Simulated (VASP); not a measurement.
# TiAl3 (Pmm2) in VASP: settings compared

Aim: see how the results for TiAl3 move with the level of theory and the settings. Levels: r2SCAN, PBEsol. Tasks: single point.

Everything below comes from runs of VASP 6.6.1. Logs are shortened: lines on timing, memory, paths and dates and some standing lists are left out, and cuts for length are marked.

### Step 1. The cell of the first run

Symmetry: Pmm2, No. 25, orthorhombic system. The conventional cell has a = 2.877 Å, b = 4.743 Å, c = 4.965 Å, α = 90.00°, β = 90.00°, γ = 90.00°. Ti (site symmetry mm2) has 10 Al at 2.86 to 2.89 Å and 2 Ti at 2.88 Å within 3.8 Å. Within 3.8 Å of Al (site symmetry mm2) lie 10 Al at 2.85 to 2.90 Å and 2 Ti at 2.88 Å. Within 3.8 Å of Al (site symmetry mm2) lie 8 Al at 2.85 to 2.90 Å and 4 Ti at 2.89 Å. Within 3.8 Å of Al (site symmetry mm2) lie 4 Ti at 2.86 to 2.88 Å and 8 Al at 2.88 to 2.90 Å.

### Step 2. Single point, r2SCAN

POSCAR

```
TiAl3
1.0
    2.8770454564      0.0000000000      0.0000000000
    0.0000000000      4.7428666434      0.0000000000
    0.0000000000      0.0000000000      4.9652328430
Ti Al
1 3
Direct
    0.0000000000      0.5000000000      0.1659160000
    0.0000000000      0.0000000000      0.8359000000
    0.5000000000      0.0000000000      0.3309120000
    0.5000000000      0.5000000000      0.6672710000
```

INCAR.step1

```
PREC = Accurate ; ENCUT = 520
ISMEAR = -1 ; SIGMA = 0.05
LREAL = F ; LASPH = T
NELM = 100 ; NBANDS = 18
GGA = PE ; ALGO = Normal
EDIFF = 1E-4 ; LWAVE = T
LCHARG = F
```

INCAR.step2

```
PREC = Accurate ; ENCUT = 520
EDIFF = 1E-7 ; ISMEAR = -1
SIGMA = 0.05 ; LREAL = F
LASPH = T ; NELM = 100
ALGO = Normal ; ISIF = 2
LWAVE = F ; LCHARG = F
METAGGA = R2SCAN ; LMIXTAU = T
NBANDS = 18 ; ISTART = 1
```

KPOINTS

```
regular mesh
0
Gamma
  9 6 6
```

Potentials or basis: VASP PAW PBE potentials, release 64 (Ti_sv, Al).

On the command line:

```console
$ cat potpaw_PBE.64/Ti_sv/POTCAR potpaw_PBE.64/Al/POTCAR > POTCAR
$ cp INCAR.step1 INCAR
$ mpirun -np 1 vasp_std > vasp.out
$ cp INCAR.step2 INCAR
$ mpirun -np 1 vasp_std > vasp.out
```

OUTCAR:

```text
PREC = Accurate
   ENCUT = 520
   EDIFF = 1E-7
   ISMEAR = -1
   LREAL = F
   LASPH = T
   NELM = 100
   ISIF = 2
   METAGGA = R2SCAN
   ISTART = 1

 ion  position               nearest neighbor table
   1  0.000  0.500  0.166-   4 2.86   4 2.86   4 2.88   4 2.88   2 2.88   2 2.88   3 2.89   3 2.89
                             3 2.89   3 2.89
   2  0.000  0.000  0.836-   3 2.85   3 2.85   1 2.88   1 2.88   3 2.89   3 2.89   4 2.90   4 2.90
                             4 2.90   4 2.90
   3  0.500  0.000  0.331-   2 2.85   2 2.85   2 2.89   2 2.89   1 2.89   1 2.89   1 2.89   1 2.89
                             4 2.90   4 2.90
   4  0.500  0.500  0.667-   1 2.86   1 2.86   1 2.88   1 2.88   2 2.90   2 2.90   2 2.90   2 2.90
                             3 2.90   3 2.90

  LATTYP: Found a simple orthorhombic cell.
 ALAT       =     2.8770454564
 B/A-ratio  =     1.6485198845
 C/A-ratio  =     1.7258096607

  Lattice vectors:

 A1 = (   2.8770454564,   0.0000000000,   0.0000000000)
 A2 = (   0.0000000000,   4.7428666434,   0.0000000000)
 A3 = (   0.0000000000,   0.0000000000,   4.9652328430)

Analysis of symmetry for initial positions (statically):
=====================================================================
 Subroutine PRICEL returns:
 Original cell was already a primitive cell.

 Routine SETGRP: Setting up the symmetry group for a
 simple orthorhombic supercell.

 Subroutine GETGRP returns: Found  4 space group operations
 (whereof  4 operations were pure point group operations)
 out of a pool of  8 trial point group operations.

The static configuration has the point symmetry C_2v.

Analysis of symmetry for dynamics (positions and initial velocities):
=====================================================================
 Subroutine PRICEL returns:
 Original cell was already a primitive cell.

 Routine SETGRP: Setting up the symmetry group for a
 simple orthorhombic supercell.

 Subroutine GETGRP returns: Found  4 space group operations
 (whereof  4 operations were pure point group operations)
 out of a pool of  8 trial point group operations.

The dynamic configuration has the point symmetry C_2v.

 Subroutine INISYM returns: Found  4 space group operations
 (whereof  4 operations are pure point group operations),
 and found     1 'primitive' translations

----------------------------------------------------------------------------------------

                                     Primitive cell

  volume of cell :      67.7528

  direct lattice vectors                    reciprocal lattice vectors
     2.877045456  0.000000000  0.000000000     0.347578797  0.000000000  0.000000000
     0.000000000  4.742866643  0.000000000     0.000000000  0.210842951  0.000000000
     0.000000000  0.000000000  4.965232843     0.000000000  0.000000000  0.201400424

  length of vectors
     2.877045456  4.742866643  4.965232843     0.347578797  0.210842951  0.201400424

  position of ions in fractional coordinates (direct lattice)
     0.000000000  0.500000000  0.165916000
     0.000000000  0.000000000  0.835900000
     0.500000000  0.000000000  0.330912000
     0.500000000  0.500000000  0.667271000

  ion indices of the primitive-cell ions
   primitive index   ion index
                 1           1
                 2           2
                 3           3
                 4           4

----------------------------------------------------------------------------------------

 KPOINTS: regular mesh

Automatic generation of k-mesh.
 Grid dimensions read from file:
 generate k-points for:    9    6    6

 Generating k-lattice:

  Cartesian coordinates                     Fractional coordinates (reciprocal lattice)
     0.038619866  0.000000000  0.000000000     0.111111111  0.000000000  0.000000000
     0.000000000  0.035140492  0.000000000     0.000000000  0.166666667  0.000000000
     0.000000000  0.000000000  0.033566737     0.000000000  0.000000000  0.166666667

  Length of vectors
     0.038619866  0.035140492  0.033566737

  Shift w.r.t. Gamma in fractional coordinates (k-lattice)
     0.000000000  0.000000000  0.000000000

 Subroutine IBZKPT returns following result:
 ===========================================

 Found     80 irreducible k-points:

 Following reciprocal coordinates:
            Coordinates               Weight
  0.000000  0.000000  0.000000      1.000000
  0.111111  0.000000  0.000000      2.000000
  0.222222  0.000000  0.000000      2.000000
  0.333333  0.000000  0.000000      2.000000
  0.444444  0.000000  0.000000      2.000000
  0.000000  0.166667  0.000000      2.000000
[... 16 lines left out ...]
  0.222222  0.000000  0.166667      4.000000
  0.333333  0.000000  0.166667      4.000000
 [... further k-points ...]
   k-points           NKPTS =     80   k-points in BZ     NKDIM =     80   number of bands    NBANDS=     18
   number of dos      NEDOS =    301   number of ions     NIONS =      4
   total plane-waves  NPLWV =  34560
   dimension x,y,z NGX =    24 NGY =   36 NGZ =   40
   dimension x,y,z NGXF=    48 NGYF=   72 NGZF=   80
   ions per type =               1   3
   NGX,Y,Z   is equivalent  to a cutoff of  13.87, 12.62, 13.39 a.u.
   NGXF,Y,Z  is equivalent  to a cutoff of  27.74, 25.24, 26.79 a.u.
 SYSTEM =  unknown system
   PREC   = accura    normal or accurate (medium, high low for compatibility)
   ISTART =      1    job   : 0-new  1-cont  2-samecut
   ICHARG =      0    charge: 1-file 2-atom 10-const
   ISPIN  =      1    spin polarized calculation?
   LNONCOLLINEAR =      F non collinear calculations
   LSORBIT =      F    spin-orbit coupling
   LASPH  =      T    aspherical Exc in radial PAW
   ENCUT  =  520.0 eV  38.22 Ry    6.18 a.u.   5.35  8.82  9.23*2*pi/ulx,y,z
   NELM   =    100;   NELMIN=  2; NELMDL=  0     # of ELM steps
   EDIFF  = 0.1E-06   stopping-criterion for ELM
   LREAL  =      F    real-space projection
   EDIFFG = 0.1E-05   stopping-criterion for IOM
   NSW    =      0    number of steps for IOM
   IBRION =     -1    ionic relax: 0-MD 1-quasi-New 2-CG
   NFREE  =      0    steps in history (QN), initial steepest desc. (CG)
   ISIF   =      2    stress and relaxation
   ISYM   =      2    0-nonsym 1-usesym 2-fastsym
   POTIM  = 0.5000    time-step for ionic-motion
   TEBEG  =    0.0;   TEEND  =   0.0 temperature during run
   PSTRESS=    0.0 pullay stress
   NELECT =      21.0000    total number of electrons
   NUPDOWN=      -1.0000    fix difference up-down
   EMIN   =  10.00;   EMAX   =-10.00  energy-range for DOS
   EFERMI =   0.00;   METHOD = LEGACY
   ISMEAR =    -1;   SIGMA  =   0.05  broadening in eV -4-tet -1-fermi 0-gaus
   EFERMI_NEDOS =   21; number of points for ismear=-14 and -15
   IALGO  =     38    algorithm
   IMIX   =      4    mixing-type and parameters
     AMIX     =   0.40;   BMIX     =  1.00
     AMIX_MAG =   1.60;   BMIX_MAG =  1.00
  volume/ion in A,a.u.               =      16.94       114.30
  Fermi-wavevector in a.u.,A,eV,Ry     =   1.107913  2.093651 16.700748  1.227470
  Thomas-Fermi vector in A             =   2.244433
   LORBIT       =      0    0 simple, 1 ext, 2 COOP (PROOUT), +10 PAW based schemes
   METAGGA = R2SCAN    functional components
   LHFCALC =     F    Hartree Fock is set to
   AEXX    =    0.0000 exact exchange contribution
   IVDW    =     0    specifies the selected vdW correction
   LEPSILON=     F    determine dielectric tensor
   LRPA    =     F    only Hartree local field effects (RPA)
 non-spin polarized calculation
  energy-cutoff  :      520.00
  volume of cell :       67.75
 maximum number of plane-waves:      1846
 NGX is ok and might be reduce to    24
   NGX = 11   NGY = 17   NGZ = 19

 number of electron      21.0000000 magnetization

 Free energy of the ion-electron system (eV)
  ---------------------------------------------------
  ext. energy  EPLUGINS =         0.00000000
  ---------------------------------------------------
  free energy    TOTEN  =       -34.13728306 eV

  energy without entropy =      -34.11662460  energy(sigma->0) =      -34.12695383

 E-fermi :   7.6815     XC(G=0): -11.2317

 val. band max:        7.6789793679   @ k =   0.2222   0.5000   0.3333
 cond. band min:       7.6913739077   @ k =   0.0000   0.5000   0.5000
 fundamental gap:      0.0123945399
 Fermi energy:         7.6814828367

 k-point     1 :       0.0000    0.0000    0.0000
  band No.  band energies     occupation
      1     -51.2983      2.00000
      2     -26.5821      2.00000
      3     -26.5753      2.00000
      4     -26.2068      2.00000
      5      -2.8612      2.00000
      6       2.4361      2.00000
[... 10 lines left out ...]
     17      13.7082      0.00000
     18      14.2363      0.00000

 k-point     2 :       0.1111    0.0000    0.0000
  band No.  band energies     occupation
      1     -51.2926      2.00000
      2     -26.5765      2.00000
      3     -26.5696      2.00000
      4     -26.2558      2.00000
      5      -2.6230      2.00000
      6       2.6505      2.00000
[... 10 lines left out ...]
     17      12.4606      0.00000
     18      13.7176      0.00000

 k-point     3 :       0.2222    0.0000    0.0000
  band No.  band energies     occupation
      1     -51.2782      2.00000
      2     -26.5624      2.00000
      3     -26.5552      2.00000
      4     -26.3787      2.00000
      5      -1.9144      2.00000
      6       3.2823      2.00000
[... 10 lines left out ...]
     17      12.2810      0.00000
     18      13.6951      0.00000

 k-point     4 :       0.3333    0.0000    0.0000
  band No.  band energies     occupation
      1     -51.2618      2.00000
      2     -26.5462      2.00000
      3     -26.5388      2.00000
      4     -26.5164      2.00000
      5      -0.7520      2.00000
      6       4.2801      2.00000
[... 375 lines left out ...]
      4     -26.2558      2.00000
      5      -2.4521      2.00000
      6       1.6702      2.00000
[... 10 lines left out ...]
     17      12.6158      0.00000
     18      14.4253      0.00000

 k-point    23 :       0.2222    0.0000    0.1667
  band No.  band energies     occupation
      1     -51.2782      2.00000
      2     -26.5623      2.00000
      3     -26.5556      2.00000
      4     -26.3787      2.00000
      5      -1.7483      2.00000
      6       2.3003      2.00000
[... 10 lines left out ...]
     17      11.8424      0.00000
     18      13.5844      0.00000

 k-point    24 :       0.3333    0.0000    0.1667
  band No.  band energies     occupation
      1     -51.2618      2.00000
      2     -26.5462      2.00000
      3     -26.5391      2.00000
      4     -26.5163      2.00000
      5      -0.5937      2.00000
      6       3.2996      2.00000
[... 10 lines left out ...]
     17      11.6544      0.00000
     18      12.6963      0.00000

 [... further k-points ...]
[... 5 lines left out ...]
  --------------------------------------------------------------------------------------
  -------------------------------------------------------------------------------------
  Total       -3.4168725     -1.9428557     -2.0392918      0.0000000      0.0000000      0.0000000
  in kB      -80.8001363    -45.9434782    -48.2239403      0.0000000      0.0000000      0.0000000
  external PRESSURE =     -58.3225182 kB  Pullay stress =       0.0000000 kB

 VOLUME and BASIS-vectors are now :
 -----------------------------------------------------------------------------
  energy-cutoff  :      520.00
  volume of cell :       67.75
      direct lattice vectors                 reciprocal lattice vectors
     2.877045456  0.000000000  0.000000000     0.347578797  0.000000000  0.000000000
     0.000000000  4.742866643  0.000000000     0.000000000  0.210842951  0.000000000
     0.000000000  0.000000000  4.965232843     0.000000000  0.000000000  0.201400424

 POSITION                                       TOTAL-FORCE (eV/Angst)
 -----------------------------------------------------------------------------------
      0.00000      2.37143      0.82381         0.000000      0.000000     -0.027703
      0.00000      0.00000      4.15044         0.000000      0.000000      0.012489
      1.43852      0.00000      1.64306         0.000000      0.000000      0.033220
      1.43852      2.37143      3.31316         0.000000      0.000000     -0.018006
 -----------------------------------------------------------------------------------
    total drift:                               -0.000000      0.000000     -0.000115

  FREE ENERGIE OF THE ION-ELECTRON SYSTEM (eV)
  ---------------------------------------------------
  free  energy   TOTEN  =       -34.1372830608 eV

  energy  without entropy=      -34.1166246028  energy(sigma->0) =      -34.12695383
```

Run time: 4.3 min. Hardware: 1 thread of Intel Xeon 6975P-C, shared host; peak memory 0.25 GiB.

Results:

- Free energy: -34.1373 eV
- Pressure: -5.8 GPa
- Largest force: 0.033 eV/Å

Forces in eV/Å, atoms in the order of the input:
```
Ti   0.000  0.000 -0.028
Al   0.000  0.000  0.012
Al   0.000  0.000  0.033
Al   0.000  0.000 -0.018
```

Stress tensor (GPa, compression positive):
```
-8.08  0.00  0.00
 0.00 -4.59  0.00
 0.00  0.00 -4.82
```

Levels at points of the mesh, in eV from the Fermi level:
```
           k point  band 7  band 8  band 9  band 10  band 11  band 12  band 13  band 14  band 15  band 16
(0.00, 0.00, 0.00)   -4.06   -3.75   -2.75    -0.75    -0.39     2.48     2.53     2.74     2.78     3.13
(0.00, 0.50, 0.00)   -3.65   -3.24   -2.18    -1.63    -0.13     2.37     2.49     2.75     3.16     4.84
(0.00, 0.00, 0.50)   -3.56   -2.32   -2.18    -1.26    -0.30     2.34     2.37     2.55     3.29     4.17
(0.00, 0.50, 0.50)   -7.36   -5.06   -0.17     0.01     0.84     2.40     2.40     3.82     5.17     5.40
```

Caveat: the PAW data sets were made with another functional, which shifts forces and pressure a little.

### Step 3. Single point, r2SCAN

This run uses another cell than the first one, of 17.26 Å³/atom, 1.019 times its volume.

POSCAR

```
TiAl3
1.0
    2.8953710807      0.0000000000      0.0000000000
    0.0000000000      4.7730767995      0.0000000000
    0.0000000000      0.0000000000      4.9968593826
Ti Al
1 3
Direct
    0.0000000000      0.5000000000      0.1659160000
    0.0000000000      0.0000000000      0.8359000000
    0.5000000000      0.0000000000      0.3309120000
    0.5000000000      0.5000000000      0.6672710000
```

INCAR.step1

```
  PREC = Accurate
  ENCUT = 520
  ISMEAR = -1
  SIGMA = 0.05
  LREAL = False
  LASPH = True
  NELM = 100
  NBANDS = 18
  GGA = PE
  ALGO = Normal
  EDIFF = 1E-4
  LWAVE = True
  LCHARG = False
```

INCAR.step2

```
  PREC = Accurate
  ENCUT = 520
  EDIFF = 1E-7
  ISMEAR = -1
  SIGMA = 0.05
  LREAL = False
  LASPH = True
  NELM = 100
  ALGO = Normal
  ISIF = 2
  LWAVE = False
  LCHARG = False
  METAGGA = R2SCAN
  LMIXTAU = True
  NBANDS = 18
  ISTART = 1
```

KPOINTS

```
Automatic mesh
0
Gamma
  9 6 6
```

Potentials or basis: VASP PAW PBE potentials, release 64 (Ti_sv, Al).

On the command line:

```console
$ cat potpaw_PBE.64/Ti_sv/POTCAR potpaw_PBE.64/Al/POTCAR > POTCAR
$ cp INCAR.step1 INCAR
$ mpirun -np 1 vasp_std > vasp.out
$ cp INCAR.step2 INCAR
$ mpirun -np 1 vasp_std > vasp.out
```

It took 4.3 min on 1 thread of Intel Xeon 6975P-C, shared host; peak memory 0.25 GiB.

The run converged. Its results:

```
Free energy   : -34.0835 eV
Pressure      : -7.4 GPa
Largest force : 0.037 eV/Å
```

Forces in eV/Å, atoms in the order of the input:
```
Ti   0.000  0.000 -0.037
Al   0.000  0.000  0.021
Al   0.000  0.000  0.024
Al   0.000  0.000 -0.008
```

Stress tensor (GPa, compression positive):
```
-9.56  0.00  0.00
 0.00 -6.10  0.00
 0.00  0.00 -6.45
```

Levels at points of the mesh, in eV from the Fermi level:
```tsv
k point	band 7	band 8	band 9	band 10	band 11	band 12	band 13	band 14	band 15	band 16
(0.00, 0.00, 0.00)	-4.03	-3.70	-2.74	-0.73	-0.38	2.43	2.48	2.68	2.75	3.04
(0.00, 0.50, 0.00)	-3.60	-3.22	-2.16	-1.61	-0.13	2.32	2.44	2.68	3.10	4.78
(0.00, 0.00, 0.50)	-3.50	-2.32	-2.17	-1.25	-0.29	2.29	2.32	2.49	3.24	4.08
(0.00, 0.50, 0.50)	-7.29	-5.02	-0.17	0.01	0.82	2.35	2.35	3.79	5.09	5.32
```

Caveat: the PAW data sets were made with another functional, which shifts forces and pressure a little.

### Step 4. Single point, PBEsol

This run uses another cell than the first one, of 13.08 Å³/atom, 0.772 times its volume.

INCAR

```
SYSTEM = TiAl3
PREC = Accurate ; ENCUT = 520
EDIFF = 1E-6 ; ISMEAR = -1
SIGMA = 0.05 ; LREAL = .FALSE.
LASPH = .TRUE. ; NELM = 100
ALGO = Normal ; ISIF = 2
LWAVE = .FALSE. ; LCHARG = .TRUE.
GGA = PS ; LELF = .TRUE.
LVHAR = .TRUE. ; NBANDS = 18
```

KPOINTS

```
regular mesh
0
G
  9 6 6
  0 0 0
```

POSCAR

```
TiAl3
1.0
    2.5892345380      0.0000000000      0.0000000000
    0.0000000000      4.3749900633      0.0000000000
    0.0000000000      0.0000000000      4.6192219244
Ti Al
1 3
Direct
    0.0000000000      0.5000000000      0.1622708584
    0.0000000000      0.0000000000      0.8400790129
    0.5000000000      0.0000000000      0.3363731824
    0.5000000000      0.5000000000      0.6612759464
```

On the command line:

```console
$ cat potpaw_PBE.64/Ti_sv/POTCAR potpaw_PBE.64/Al/POTCAR > POTCAR
$ mpirun -np 1 vasp_std > vasp.out
```

Wall time 60 s (1 thread of Intel Xeon Platinum 8259CL at 2.50GHz (Skylake/Cascade Lake), shared host); peak memory 0.21 GiB.

It converged, with:

```
Free energy : -20.7039 eV
Pressure    : 30.1 GPa
```

Levels at points of the mesh, in eV from the Fermi level:
| k point | band 8 | band 9 | band 10 | band 11 | band 12 | band 13 | band 14 | band 15 |
| --- | --- | --- | --- | --- | --- | --- | --- | --- |
| (0.00, 0.00, 0.00) | -4.05 | -2.82 | -1.21 | -0.60 | 3.13 | 3.23 | 3.32 | 3.33 |
| (0.00, 0.50, 0.00) | -3.51 | -2.19 | -1.71 | -0.27 | 3.16 | 3.24 | 3.41 | 3.68 |
| (0.00, 0.00, 0.50) | -2.52 | -2.13 | -1.10 | -0.48 | 2.72 | 3.14 | 3.34 | 3.61 |
| (0.00, 0.50, 0.50) | -5.26 | -0.37 | -0.13 | 0.73 | 3.17 | 3.19 | 3.84 | 5.63 |

Caveat: the PAW data sets were made with another functional, which shifts forces and pressure a little.

### Step 5. The runs side by side

| level | cell | gap on the mesh (eV) | pressure (GPa) | largest force (eV/Å) |
| --- | --- | --- | --- | --- |
| r2SCAN | a = 2.877, b = 4.743, c = 4.965 Å, 4 atoms | none | -5.8 | 0.03 |
| r2SCAN | a = 2.895, b = 4.773, c = 4.997 Å, 4 atoms | none | -7.4 | 0.04 |
| PBEsol | a = 2.589, b = 4.375, c = 4.619 Å, 4 atoms | none | 30.1 | - |

Alike in all rows: task single point; potentials or basis VASP PAW PBE potentials, release 64 (Ti_sv, Al); no spin polarisation; k mesh 9 × 6 × 6; cutoff (eV) 520; smearing fermi-dirac 0.05 eV.

Caveats: the PAW data sets were made with another functional, which shifts forces and pressure a little.

Absolute energies hang on the potentials; compare differences alone.
